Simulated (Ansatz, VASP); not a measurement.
## AlGaN2 in VASP and in Ansatz

The input POSCAR:

```
AlGaN2
1.0
    3.1385264188      0.0000000000      0.0000000000
    0.0000000000      3.1385264188      0.0000000000
    0.0000000000      0.0000000000      8.8447134538
Al Ga N
2 2 4
Direct
    0.5000000000      0.5000000000      0.2500000000
    0.5000000000      0.5000000000      0.7500000000
    0.0000000000      0.0000000000     -0.0018830353
    0.0000000000      0.0000000000      0.5018830353
    0.5000000000      0.0000000000      0.3610619436
    0.5000000000      0.0000000000      0.8780212268
    0.0000000000      0.5000000000      0.1389380564
    0.0000000000      0.5000000000      0.6219787732
```

File INCAR.step1:

```
PREC = Accurate
ENCUT = 520
ISMEAR = 0
SIGMA = 0.05
LREAL = False
LASPH = True
NELM = 100
NBANDS = 36
GGA = PE
ALGO = Normal
EDIFF = 1E-4
LWAVE = True
LCHARG = False
```

Contents of INCAR.step2:

```
PREC = Accurate
ENCUT = 520
EDIFF = 1E-6
ISMEAR = 0
SIGMA = 0.05
LREAL = False
LASPH = True
NELM = 100
ALGO = Normal
ISIF = 2
LWAVE = False
LCHARG = True
METAGGA = R2SCAN
LMIXTAU = True
LELF = True
LVHAR = True
NBANDS = 36
ISTART = 1
```

The input KPOINTS:

```
Automatic mesh
0
Gamma
  8 8 4
```

Input for Ansatz:

```yaml
crystal:
  lattice:
    - [3.1385264188, 0.0, 0.0]
    - [0.0, 3.1385264188, 0.0]
    - [0.0, 0.0, 8.8447134538]
  atoms:
    - { symbol: Al, position: [0.5, 0.5, 0.25] }
    - { symbol: Al, position: [0.5, 0.5, 0.75] }
    - { symbol: Ga, position: [0.0, 0.0, -0.0018830353] }
    - { symbol: Ga, position: [0.0, 0.0, 0.5018830353] }
    - { symbol: "N", position: [0.5, 0.0, 0.3610619436] }
    - { symbol: "N", position: [0.5, 0.0, 0.8780212268] }
    - { symbol: "N", position: [0.0, 0.5, 0.1389380564] }
    - { symbol: "N", position: [0.0, 0.5, 0.6219787732] }
basis:
  ecutwfc: 500
kpoints:
  mp_grid: { grid: [8, 8, 4] }
hamiltonian:
  xc: r2scan
scf:
  occupations: { method: gaussian, width: 0.05 }
output:
  forces: true
  stress: true
  eigenvalues: true
```

Change from the starting cell: mode 23 (742.2 1/cm) frozen in, largest displacement +0.075 Å.

Alike in both runs: task single point; functional r2SCAN; k mesh 8 × 8 × 4; occupations gaussian, width 0.05 eV; no spin polarisation.

|  | VASP | Ansatz |
| --- | --- | --- |
| version | VASP 6.6.1 | Ansatz 0.2.0 |
| potentials or method | VASP PAW PBE potentials, release 64 (Al, Ga_d, N), cutoff 520 eV | scalar-relativistic, plane waves, PAW |
| valence electrons in the cell | 52 | 52 |

Ansatz gave:

| Item | Value |
| --- | --- |
| gap on the k mesh at the Fermi level (eV) | 3.00 |
| least direct gap on the mesh (eV) | 3.00 |
| pressure (GPa) | 1.0 |
| traceless stress, the component that is largest in VASP (GPa) | -1.34 |
| rms of the force components (eV/Å) | 1.094 |

**Question.** What did VASP give for the same quantities?

**Answer.** gap on the k mesh at the Fermi level (eV): 3.01; least direct gap on the mesh (eV): 3.01; pressure (GPa): 1.4; traceless stress, the component that is largest in VASP (GPa): -1.29; rms of the force components (eV/Å): 1.104.

VASP's potentials were made for PBE, not for r2SCAN. Atom by atom the forces differ by 0.038 eV/Å (rms over components).
